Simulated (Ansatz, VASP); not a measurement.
**Two plane-wave programs on PPt**

File INCAR:

```
SYSTEM = PPt
  ALGO = Normal
  EDIFF = 1E-6
  ENCUT = 520
  GGA = PS
  ISIF = 2
  ISMEAR = 0
  LASPH = .TRUE.
  LCHARG = .FALSE.
  LREAL = .FALSE.
  LWAVE = .FALSE.
  NBANDS = 14
  NELM = 100
  PREC = Accurate
  SIGMA = 0.05
```

Contents of KPOINTS:

```
k-points
0
G
  12 12 12
  0 0 0
```

Contents of POSCAR:

```
PPt
1.0
    0.0000000000      2.6512946464      2.6512946464
    2.6512946464      0.0000000000      2.6512946464
    2.6512946464      2.6512946464      0.0000000000
Pt P
1 1
Direct
    0.0000000000      0.0000000000      0.0000000000
    0.2500000000      0.2500000000      0.2500000000
```

Input for Ansatz:

```yaml
crystal:
  lattice:
    - [0.0, 2.6512946464, 2.6512946464]
    - [2.6512946464, 0.0, 2.6512946464]
    - [2.6512946464, 2.6512946464, 0.0]
  atoms:
    - { symbol: Pt, position: [0.0, 0.0, 0.0] }
    - { symbol: P, position: [0.25, 0.25, 0.25] }
basis:
  ecutwfc: 420
  ecutrho_ratio: 4
kpoints:
  mp_grid: { grid: [12, 12, 12] }
hamiltonian:
  xc: pbesol
scf:
  occupations: { method: gaussian, width: 0.05 }
output:
  forces: true
  stress: true
  eigenvalues: true
```

Alike in both runs: task single point; functional PBEsol; k mesh 12 × 12 × 12; occupations gaussian, width 0.05 eV; no spin polarisation.

```csv
,VASP,Ansatz
version,VASP 6.6.1,Ansatz 0.2.0
potentials or method,"VASP PAW PBE potentials, release 64 (Pt, P), cutoff 520 eV","scalar-relativistic, plane waves, PAW"
valence electrons in the cell,15,23
```

|  | VASP | Ansatz | Ansatz less VASP |
| --- | --- | --- | --- |
| gap on the k mesh at the Fermi level (eV) | none | none | - |
| pressure (GPa) | 0.0 | 0.0 | -0.01 |

VASP's potentials were made for PBE, not for PBEsol. A gap of «none» marks a metal or a gap that the smearing closes. VASP's potentials hold 15 valence electrons a cell and Ansatz's 23, so a difference there can come from the potentials and not from the codes.

Spin-orbit coupling is off throughout.
